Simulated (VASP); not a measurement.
Set up this calculation in VASP 6.6.1, as the native input.

- Task: single point
- Functional: PBEsol
- Potentials or basis: VASP PAW PBE potentials, release 64 (In_d, P)
- Cutoff: 520 eV
- k mesh: 8 × 8 × 8
- Occupations: fermi-dirac, width 0.01 eV
- Spin: non-collinear spin, zero start, spin-orbit coupling
- Starting moments: [[0.0, 0.0, 0.0], [0.0, 0.0, 0.0]] μB
- Dipole correction: no
- Further INCAR settings: ALGO = Normal; EDIFF = 1e-06; NBANDS = 30

The structure of InP lies in POSCAR:

```
InP
1.0
    2.9539785699      2.9539785699      0.0000000000
   -2.9539785699      2.9539785699      0.0000000000
    0.0000000000      2.9539785699      2.9224624110
In P
1 1
Direct
    0.0000000000      0.0000000000      0.0000000000
    0.7500000000      0.2500000000      0.5000000000
```

This cell differs from its parent crystal: film at in-plane strain +0.005.

These files were run (other wordings do the same):

INCAR

```
SYSTEM = InP
  ALGO = Normal
  EDIFF = 1E-6
  ENCUT = 520
  GGA = PS
  GGA_COMPAT = .False.
  ISIF = 2
  ISMEAR = -1
  LASPH = .True.
  LCHARG = .False.
  LORBIT = 11
  LORBMOM = .True.
  LREAL = .False.
  LSORBIT = .True.
  LWAVE = .False.
  MAGMOM = 0 0 0 0 0 0
  NBANDS = 30
  NELM = 150
  PREC = Accurate
  SIGMA = 0.01
```

KPOINTS

```
k-points
0
Gamma
  8 8 8
  0 0 0
```

Potentials or basis: VASP PAW PBE potentials, release 64 (In_d, P).

Run with:

```bash
$ cat potpaw_PBE.64/In_d/POTCAR potpaw_PBE.64/P/POTCAR > POTCAR
$ mpirun -np 1 vasp_ncl > vasp.out
```

Results of the run:

The pressure is -0.4 GPa and the net moment is 0.00 μB per cell. The valence electrons inside the program's atomic spheres are In 11.49; P 2.50.

Caveat: the cell differs from its parent crystal (film at in-plane strain +0.005); the PAW data sets were made with another functional, which shifts forces and pressure a little.

It took 94 s on 1 thread of Intel(R) Xeon(R) 6975P-C (Granite Rapids), on a shared host, peak memory 0.42 GiB.
